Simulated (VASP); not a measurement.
## In3H: relaxation of cell and atoms with PBE

In3H:

```
In H
1.0
     4.34994    0.00000    0.00000
    -2.17497    3.76715    0.00000
     0.00000    0.00000    5.97261
In H
3 1
Direct
  0.50000 0.00000 0.33333
  0.00000 0.50000 0.33333
  0.50000 0.50000 0.33333
  0.00000 0.00000 0.22794
```

The cell was generated, and may not be a known phase.

```
Program                : VASP 6.6.1
Task                   : relaxation of cell and atoms
Functional             : PBE
Potentials or basis    : VASP PAW PBE potentials, release 64 (In_d, H)
Cutoff                 : 600 eV
k mesh                 : 6 × 6 × 4
Occupations            : gaussian, width 0.1 eV
Spin                   : no spin polarisation
Dipole correction      : no
Further INCAR settings : ALGO = Normal; EDIFF = 1e-07; IBRION = 2; EDIFFG = -0.04; NSW = 90; ISIF = 3
```

The relaxed volume is 24.54 Å³/atom and the relaxed cell is a = 6.101 Å, b = 6.101 Å, c = 3.045 Å, α = 90.00°, β = 90.00°, γ = 120.00°. The space group after relaxing (to 0.1 Å) is P6/mmm (No. 191). The pressure after relaxing is 0.0 GPa. The largest force after relaxing is 0.007 eV/Å and the band gap on the k mesh is zero (bands 20 and 21 overlap by 2.32 eV).

Forces on the atoms (eV/Å):
```
In   0.000  0.000 -0.002
In   0.000  0.000 -0.002
In   0.000  0.000 -0.002
H    0.000  0.000  0.007
```

Stress tensor (GPa, compression positive):
```
-0.08  0.00  0.00
 0.00 -0.08  0.00
 0.00  0.00  0.02
```

Final structure:
```cif
data_structure
_symmetry_space_group_name_H-M 'P 1'
_symmetry_Int_Tables_number 1
_cell_length_a 6.1011
_cell_length_b 6.1011
_cell_length_c 3.0454
_cell_angle_alpha 90.000
_cell_angle_beta 90.000
_cell_angle_gamma 120.000
_cell_volume 98.17
loop_
_atom_site_label
_atom_site_type_symbol
_atom_site_fract_x
_atom_site_fract_y
_atom_site_fract_z
_atom_site_occupancy
In1 In 0.50000 0.00000 0.30864 1
In2 In 0.00000 0.50000 0.30864 1
In3 In 0.50000 0.50000 0.30864 1
H1 H 0.00000 0.00000 0.30201 1
```

Levels at points of the mesh, in eV from the Fermi level:
```csv
k point,band 18,band 19,band 20,band 21,band 22,band 23
"(0.00, 0.00, 0.00)",-4.08,-3.72,-1.82,-1.55,-1.55,7.22
"(0.50, 0.00, 0.00)",-4.72,-3.52,0.06,1.93,1.97,2.28
"(0.00, 0.00, 0.50)",-1.07,-0.28,-0.08,-0.08,0.30,0.30
"(0.50, 0.00, 0.50)",-2.50,-1.54,-1.39,-1.01,0.14,2.41
```

Run time: 13 min on 1 thread of Intel(R) Xeon(R) 6975P-C (Granite Rapids), on a shared host, peak memory 0.27 GiB.

Caveat: a cell axis changed by over 15 % at a fixed basis, so the end point is rough; spin-orbit coupling is left out, which moves the levels of the heavy elements.
